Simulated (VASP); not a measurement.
A run of VASP 6.6.1 is set up as follows.

INCAR

```
SYSTEM = TiAl
PREC = Accurate
ENCUT = 520
EDIFF = 1E-6
ISMEAR = 0
SIGMA = 0.15
LREAL = .False.
LASPH = .True.
NELM = 80
ALGO = Fast
ISIF = 2
LWAVE = .False.
LCHARG = .True.
GGA = PE
LELF = .True.
LVHAR = .True.
NBANDS = 14
```

Contents of KPOINTS:

```
Automatic mesh
0
Gamma
  16 16 16
  0 0 0
```

POSCAR

```
TiAl
1.0
    3.4333891200      0.0000000000      0.0000000000
    0.0000000000      3.4333891200      0.0000000000
    0.0000000000      0.0000000000      2.9247388800
Ti Al
1 1
Direct
    0.0000000000      0.0000000000      0.0000000000
    0.5000000000      0.5000000000      0.5000000000
```

Potentials or basis: VASP PAW PBE potentials, release 64 (Ti_sv, Al).

Launch:

```sh
$ cat potpaw_PBE.64/Ti_sv/POTCAR potpaw_PBE.64/Al/POTCAR > POTCAR
$ mpirun -np 1 vasp_std > vasp.out
```

Q: Estimate the pressure.

A: -5.4 GPa.

Stress tensor (GPa, compression positive):
```
-5.25  0.00  0.00
 0.00 -5.25  0.00
 0.00  0.00 -5.75
```

Caveat: the cell differs from its parent crystal (strain +0.080 along x and y, -0.080 along z).
